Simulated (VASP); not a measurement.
# Al3Cu (P4/mmm) in VASP: notebook, part 3 of 3

VASP 6.6.1. Earlier steps stand in the parts before.

## (5) Single point, r2SCAN (15.48 Å³/atom)

This run uses another cell than the first one, of 15.48 Å³/atom.

Contents of POSCAR:

```
Al3Cu
1.0
    2.8260174530      0.0000000000      0.0000000000
    0.0000000000      2.8260174530      0.0000000000
    0.0000000000      0.0000000000      7.7526262997
Al Cu
3 1
Direct
    0.0000000000      0.0000000000      0.5000000000
    0.5000000000      0.5000000000      0.2200315543
    0.5000000000      0.5000000000      0.7799684457
    0.0000000000      0.0000000000      0.0000000000
```

Contents of INCAR.step1:

```
ALGO     = Normal         # electronic algorithm
EDIFF    = 1E-4           # SCF threshold, eV
ENCUT    = 520            # plane-wave cutoff, eV
GGA      = PE             # functional
ISMEAR   = 0              # smearing method
LASPH    = T              # aspherical terms in the spheres
LCHARG   = F              # write CHGCAR
LREAL    = F              # projectors in reciprocal space
LWAVE    = T              # write WAVECAR
NBANDS   = 18             # bands
NELM     = 60             # most SCF steps
PREC     = Accurate       # precision mode
SIGMA    = 0.1            # smearing width, eV
```

Contents of INCAR.step2:

```
ALGO     = Normal         # electronic algorithm
EDIFF    = 1E-6           # SCF threshold, eV
ENCUT    = 520            # plane-wave cutoff, eV
ISIF     = 2              # what is computed and relaxed
ISMEAR   = 0              # smearing method
ISTART   = 1            
LASPH    = T              # aspherical terms in the spheres
LCHARG   = F              # write CHGCAR
LMIXTAU  = T            
LREAL    = F              # projectors in reciprocal space
LWAVE    = F              # write WAVECAR
METAGGA  = R2SCAN         # meta-GGA
NBANDS   = 18             # bands
NELM     = 60             # most SCF steps
PREC     = Accurate       # precision mode
SIGMA    = 0.1            # smearing width, eV
```

Contents of KPOINTS:

```
k-points
0
Gamma
  16 16 6
```

Run with:

```console
cat potpaw_PBE.64/Al/POTCAR potpaw_PBE.64/Cu/POTCAR > POTCAR
cp INCAR.step1 INCAR
mpirun -np 1 vasp_std > vasp.out
cp INCAR.step2 INCAR
mpirun -np 1 vasp_std > vasp.out
```

It took 5.3 min on 1 thread of Intel Xeon Platinum 8488C (Sapphire Rapids), shared host; peak memory 0.32 GiB.

The run converged. Its results:

```
Free energy            : -31.3383 eV
Pressure               : -5.6 GPa
Largest force          : 0.018 eV/Å
Band gap on the k mesh : zero (bands 10 and 11 overlap by 6.21 eV)
```

Forces in eV/Å, atoms in the order of the input:
```
Al   0.000  0.000  0.000
Al   0.000  0.000  0.018
Al   0.000  0.000 -0.018
Cu   0.000  0.000  0.000
```

Levels at points of the mesh, in eV from the Fermi level:
```tsv
k point	band 8	band 9	band 10	band 11	band 12	band 13
(0.00, 0.00, 0.00)	-3.28	-1.92	0.41	6.64	6.86	6.86
(0.50, 0.00, 0.00)	-3.71	-3.54	-2.43	-1.97	2.69	3.87
(0.50, 0.50, 0.00)	-0.41	-0.36	0.14	0.14	0.50	0.50
(0.00, 0.00, 0.50)	-3.60	-3.28	4.08	5.61	6.65	7.46
(0.50, 0.00, 0.50)	-3.54	-2.71	-1.09	-1.05	0.07	0.73
(0.50, 0.50, 0.50)	-1.68	-1.68	-0.48	-0.44	0.64	1.63
```

Caveat: the cell stands under tension; the PAW data sets were made with another functional, which shifts forces and pressure a little.

## (6) Relaxation of cell and atoms, r2SCAN, target pressure -3 GPa, at which the enthalpy is minimised

This run uses another cell than the first one, of 15.02 Å³/atom.

Contents of POSCAR:

```
Al3Cu
1.0
    2.7999088032      0.0000000000      0.0000000000
    0.0000000000      2.7999088032      0.0000000000
    0.0000000000      0.0000000000      7.6633755213
Al Cu
3 1
Direct
    0.0000000000      0.0000000000      0.5000000000
    0.5000000000      0.5000000000      0.2226430006
    0.5000000000      0.5000000000      0.7773569994
    0.0000000000      0.0000000000      0.0000000000
```

Contents of INCAR.step1:

```
ALGO = Normal
EDIFF = 1E-4
ENCUT = 600
GGA = PE
ISMEAR = 0
LASPH = True
LCHARG = False
LREAL = False
LWAVE = True
NELM = 100
PREC = Accurate
SIGMA = 0.1
```

Contents of INCAR.step2:

```
ALGO = Normal
EDIFF = 1E-7
EDIFFG = -0.008
ENCUT = 600
IBRION = 2
ISIF = 3
ISMEAR = 0
ISTART = 1
LASPH = True
LCHARG = False
LMIXTAU = True
LREAL = False
LWAVE = False
METAGGA = R2SCAN
NELM = 100
NSW = 70
PREC = Accurate
PSTRESS = -30.0
SIGMA = 0.1
```

KPOINTS is that of step 5.

Potentials or basis: VASP PAW PBE potentials, release 64 (Al, Cu).

Run with:

```console
cat potpaw_PBE.64/Al/POTCAR potpaw_PBE.64/Cu/POTCAR > POTCAR
cp INCAR.step1 INCAR
mpirun -np 1 vasp_std > vasp.out
cp INCAR.step2 INCAR
mpirun -np 1 vasp_std > vasp.out
```

Run time: 23 min. Hardware: 1 thread of AMD EPYC 9R45 (Zen 5), shared host; peak memory 0.32 GiB.

The run converged. Its results:

- Free energy: -31.3884 eV
- Energy change on relaxing (the run minimises the enthalpy): -0.1 meV/atom
- Ionic steps: 5
- Pressure after relaxing: -3.0 GPa
- Largest force after relaxing: 0.004 eV/Å
- Band gap on the k mesh: zero (bands 10 and 11 overlap by 6.28 eV)

Forces on the atoms (eV/Å):
```
Al   0.000  0.000  0.000
Al   0.000  0.000 -0.004
Al   0.000  0.000  0.004
Cu   0.000  0.000  0.000
```

Step by step:
| step | energy change (eV) | largest force (eV/Å) | pressure (GPa) | volume (Å³) |
| --- | --- | --- | --- | --- |
| 1 | 0.0000 | 0.0349 | -3.08 | 60.08 |
| 2 | -0.0014 | 0.0232 | -2.95 | 60.01 |
| 3 | -0.0021 | 0.0167 | -2.88 | 59.97 |
| 4 | -0.0009 | 0.0085 | -2.97 | 60.04 |
| 5 | -0.0002 | 0.0043 | -3.02 | 60.08 |

Final structure:
```yaml
crystal:
  lattice:
    - [2.79823, 0.00000, 0.00000]
    - [0.00000, 2.79823, 0.00000]
    - [0.00000, 0.00000, 7.67257]
  atoms:
    - { symbol: Al, position: [0.00000, 0.00000, 0.50000] }
    - { symbol: Al, position: [0.50000, 0.50000, 0.22195] }
    - { symbol: Al, position: [0.50000, 0.50000, 0.77805] }
    - { symbol: Cu, position: [0.00000, 0.00000, 0.00000] }
```

Levels at points of the mesh, in eV from the Fermi level:
```tsv
k point	band 7	band 8	band 9	band 10	band 11	band 12	band 13	band 14
(0.00, 0.00, 0.00)	-3.70	-3.32	-1.98	0.47	6.63	7.01	7.01	8.25
(0.50, 0.00, 0.00)	-3.79	-3.77	-3.60	-2.46	-1.95	2.72	3.95	4.17
(0.50, 0.50, 0.00)	-2.66	-0.47	-0.35	0.14	0.14	0.47	0.47	0.71
(0.00, 0.00, 0.50)	-3.70	-3.67	-3.32	4.18	5.72	6.64	7.59	7.59
(0.50, 0.00, 0.50)	-3.79	-3.60	-2.75	-1.09	-1.07	0.06	0.81	8.96
(0.50, 0.50, 0.50)	-1.92	-1.76	-1.76	-0.51	-0.51	0.63	1.79	3.42
```

Caveat: the cell is relaxed towards a set pressure, so the run minimises the enthalpy, not the energy; the PAW data sets were made with another functional, which shifts forces and pressure a little.

## (7) Overview

| task | cell | cutoff (eV) | gap on the mesh (eV) | pressure (GPa) | largest force (eV/Å) |
| --- | --- | --- | --- | --- | --- |
| single point | a = 2.719, b = 2.719, c = 7.425 Å, 4 atoms, atomic positions A | 520 | none | 7.3 | 0.02 |
| single point | a = 2.747, b = 2.747, c = 7.508 Å, 4 atoms, atomic positions B | 520 | none | 3.2 | 0.02 |
| single point | a = 2.800, b = 2.800, c = 7.673 Å, 4 atoms, atomic positions C | 520 | none | -3.1 | 0.02 |
| single point | a = 2.826, b = 2.826, c = 7.753 Å, 4 atoms, atomic positions D | 520 | none | -5.6 | 0.02 |
| relaxation of cell and atoms | relaxed to -3 GPa from a = 2.800, b = 2.800, c = 7.663 Å, 4 atoms, atomic positions E | 600 | none | -3.0 | - |

Alike in all rows: level r2SCAN; potentials or basis VASP PAW PBE potentials, release 64 (Al, Cu); no spin polarisation; k mesh 16 × 16 × 6; smearing gaussian 0.1 eV.

Caveats: the PAW data sets were made with another functional, which shifts forces and pressure a little; the cell stands under pressure (at least some runs); the cell stands under tension (at least some runs); the cell is relaxed towards a set pressure, so the run minimises the enthalpy, not the energy (at least some runs).

Absolute energies hang on the potentials; compare differences alone.
